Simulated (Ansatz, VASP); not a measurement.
**B5C2: VASP beside Ansatz**

```xyz
7
Lattice="4.4553 0.0000 0.0000 0.0000 4.4553 0.0000 0.0000 0.0000 2.6345" Properties=species:S:1:pos:R:3 pbc="T T T"
B     0.9094    2.2277    1.6857
B     3.5459    2.2277    1.6857
B     2.2277    0.9094    1.6857
B     2.2277    3.5459    1.6857
B     2.2277    2.2277    0.3684
C     0.0000    0.0000    1.0005
C     0.0000    0.0000    2.3721
```

Alike in both runs: functional PBE; k mesh 3 × 3 × 5; occupations gaussian, width 0.2 eV; no spin polarisation.

Ansatz relaxed the structure, and its values are those at the end. VASP's run is a single point on that final structure, the one shown.

|  | VASP | Ansatz |
| --- | --- | --- |
| version | VASP 6.6.1 | Ansatz 0.2.0 |
| potentials or method | VASP PAW PBE potentials, release 64 (B, C), cutoff 600 eV | scalar-relativistic, plane waves, PAW |
| valence electrons in the cell | 23 | 23 |

|  | VASP | Ansatz | Ansatz less VASP |
| --- | --- | --- | --- |
| gap on the k mesh at the Fermi level (eV) | none | none | - |
| pressure (GPa) | -0.5 | -0.3 | +0.16 |
| rms of the force components (eV/Å) | 0.009 | 0.001 | -0.0081 |

A gap of «none» marks a metal or a gap that the smearing closes.

The k mesh is coarse, so the values compare programs but aren't converged.
